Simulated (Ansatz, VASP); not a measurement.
## WS2 in VASP and in Ansatz

```
W S
1.0
     1.62102    0.93589    6.56158
    -1.62102    0.93589    6.56158
     0.00000   -1.87179    6.56158
W S
1 2
Direct
  0.99933 0.99933 0.99933
  0.74796 0.74796 0.74796
  0.58401 0.58401 0.58401
```

Change from the starting cell: strain +0.030 along x and y, +0.030 along z, atoms carried along.

Alike in both runs: task single point; functional PBEsol; k mesh 12 × 12 × 12; occupations gaussian, width 0.05 eV; no spin polarisation.

|  | VASP | Ansatz |
| --- | --- | --- |
| version | VASP 6.6.1 | Ansatz 0.2.0 |
| potentials or method | VASP PAW PBE potentials, release 64 (W_sv, S), cutoff 520 eV | scalar-relativistic, plane waves, PAW |
| valence electrons in the cell | 26 | 26 |

Ansatz gave:

```
gap on the k mesh at the Fermi level (eV)                     : 1.18
least direct gap on the mesh (eV)                             : 1.71
pressure (GPa)                                                : -12.0
traceless stress, the component that is largest in VASP (GPa) : -0.65
rms of the force components (eV/Å)                            : 0.669
```

Q: Which values does VASP return?

A: gap on the k mesh at the Fermi level (eV): 1.19; least direct gap on the mesh (eV): 1.72; pressure (GPa): -11.9; traceless stress, the component that is largest in VASP (GPa): -0.63; rms of the force components (eV/Å): 0.661.

VASP's potentials were made for PBE, not for PBEsol. Atom by atom the forces differ by 0.008 eV/Å (rms over components).

Spin-orbit coupling is off throughout.
